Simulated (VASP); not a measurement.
Crystal: Y.

```
Y
1.0
     5.09000    0.00000    0.00000
     0.00000    5.09000    0.00000
     0.00000    0.00000    5.09000
Y
4
Direct
  0.00000 0.00000 0.00000
  0.00000 0.50000 0.50000
  0.50000 0.00000 0.50000
  0.50000 0.50000 0.00000
```

This isn't the form of Y at room conditions, which is hcp.

- Program: VASP 6.6.1
- Task: relaxation of cell and atoms
- Functional: LDA
- Potentials or basis: VASP PAW LDA potentials, release 64 (Y_sv)
- Cutoff: 600 eV
- k mesh: 9 × 9 × 9
- Occupations: gaussian, width 0.05 eV
- Spin: no spin polarisation

At the start: pressure -4.4 GPa; volume 32.97 Å³/atom.

**Question.** Where does the relaxation end?

**Answer.** Over 3 steps the energy falls by 54.4 meV/atom and the volume is 29.31 Å³/atom (-11.1 %); space group Fm-3m (No. 225, to 0.1 Å) before and after.

Step by step:
```tsv
step	energy change (eV)	largest force (eV/Å)	pressure (GPa)	volume (Å³)
1	0.0000	0.0000	-4.38	131.87
2	-0.2133	0.0000	0.76	115.41
3	-0.2176	0.0000	0.01	117.24
```

Final structure:
```yaml
crystal:
  lattice:
    - [4.89427, 0.00000, 0.00000]
    - [0.00000, 4.89427, 0.00000]
    - [0.00000, 0.00000, 4.89427]
  atoms:
    - { symbol: Y, position: [0.00000, 0.00000, 0.00000] }
    - { symbol: Y, position: [0.00000, 0.50000, 0.50000] }
    - { symbol: Y, position: [0.50000, 0.00000, 0.50000] }
    - { symbol: Y, position: [0.50000, 0.50000, 0.00000] }
```
